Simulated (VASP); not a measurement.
Here is a VASP 6.6.1 calculation.

File INCAR:

```
ALGO = Normal ; EDIFF = 1E-7
ENCUT = 520 ; GGA = PS
ISIF = 2 ; ISMEAR = 0
LASPH = T ; LCHARG = F
LREAL = F ; LWAVE = F
NBANDS = 43 ; NELM = 60
PREC = Accurate ; SIGMA = 0.1
```

The input KPOINTS:

```
k-points
0
Gamma
  6 6 4
```

The input POSCAR:

```
Si2Mo
1.0
    4.5854715599      0.0000000000      0.0000000000
   -2.2927357800      3.9711348592      0.0000000000
    0.0000000000      0.0000000000      6.5797601000
Si Mo
6 3
Direct
    0.1638729800      0.8361270200      0.8333333300
    0.3277459600      0.1638729800      0.1666666700
    0.8361270200      0.6722540400      0.5000000000
    0.8361270200      0.1638729800      0.8333333300
    0.6722540400      0.8361270200      0.1666666700
    0.1638729800      0.3277459600      0.5000000000
    0.5000000000      0.0000000000      0.5000000000
    0.0000000000      0.5000000000      0.1666666700
    0.5000000000      0.5000000000      0.8333333300
```

Potentials or basis: VASP PAW PBE potentials, release 64 (Si, Mo_sv).

The run is started by

```sh
$ cat potpaw_PBE.64/Si/POTCAR potpaw_PBE.64/Mo_sv/POTCAR > POTCAR
$ mpirun -np 1 vasp_std > vasp.out
```

Question: Estimate the pressure.

Answer: -1.1 GPa.

Question: What does it give for the largest force?

Answer: 0.038 eV/Å.

Question: What does it give for the band gap on the k mesh?

Answer: 0.04 eV, indirect (least direct gap 0.53 eV).

Forces on the atoms (eV/Å):
```
Si   0.033 -0.019  0.000
Si   0.033  0.019  0.000
Si   0.000 -0.038  0.000
Si  -0.033  0.019  0.000
Si  -0.033 -0.019  0.000
Si   0.000  0.038  0.000
Mo   0.000  0.000  0.000
Mo   0.000  0.000  0.000
Mo   0.000  0.000  0.000
```

Caveat: the PAW data sets were made with another functional, which shifts forces and pressure a little. A k mesh can miss the band edges.
